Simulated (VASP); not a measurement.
Crystal: Rh.

```
Rh
1.0
     2.69174    0.00000    0.00000
    -1.34587    2.33112    0.00000
     0.00000    0.00000    8.79807
Rh
4
Direct
  0.00000 0.00000 0.00000
  0.33333 0.66667 0.25000
  0.00000 0.00000 0.50000
  0.66667 0.33333 0.75000
```

* Program: VASP 6.6.1
* Task: relaxation of cell and atoms
* Functional: PBEsol
* Dispersion: D3(BJ)
* Potentials or basis: VASP PAW PBE potentials, release 64 (Rh_pv)
* Cutoff: 600 eV
* k mesh: 9 × 9 × 3
* Occupations: methfessel-paxton, width 0.1 eV
* Spin: no spin polarisation

At the start: pressure -13.1 GPa; volume 13.80 Å³/atom.

Q: Where does the relaxation end?

A: Over 7 steps the energy falls by 26.7 meV/atom and the volume is 13.19 Å³/atom (-4.5 %); space group P6_3/mmc (No. 194, to 0.05 Å).

Step by step:
| step | energy change (eV) | largest force (eV/Å) | pressure (GPa) | volume (Å³) |
| --- | --- | --- | --- | --- |
| 1 | 0.0000 | 0.0000 | -13.10 | 55.21 |
| 2 | 0.7840 | 0.0000 | 53.17 | 46.67 |
| 3 | -0.1065 | 0.0000 | -0.68 | 52.84 |
| 4 | -0.1068 | 0.0000 | -0.08 | 52.74 |
| 5 | -0.1068 | 0.0000 | 0.20 | 52.70 |
| 6 | -0.1067 | 0.0000 | -0.46 | 52.80 |
| 7 | -0.1069 | 0.0000 | -0.14 | 52.75 |

Final structure:
```xyz
4
Lattice="2.6538 0.0000 0.0000 -1.3269 2.2983 0.0000 0.0000 0.0000 8.6483" Properties=species:S:1:pos:R:3 pbc="T T T"
Rh    0.0000    0.0000    0.0000
Rh    0.0000    1.5322    2.1621
Rh    0.0000    0.0000    4.3241
Rh    1.3269    0.7661    6.4862
```

Caveat: the PAW data sets were made with another functional, which shifts forces and pressure a little; pairwise dispersion overbinds metals, which lowers pressure and volume.
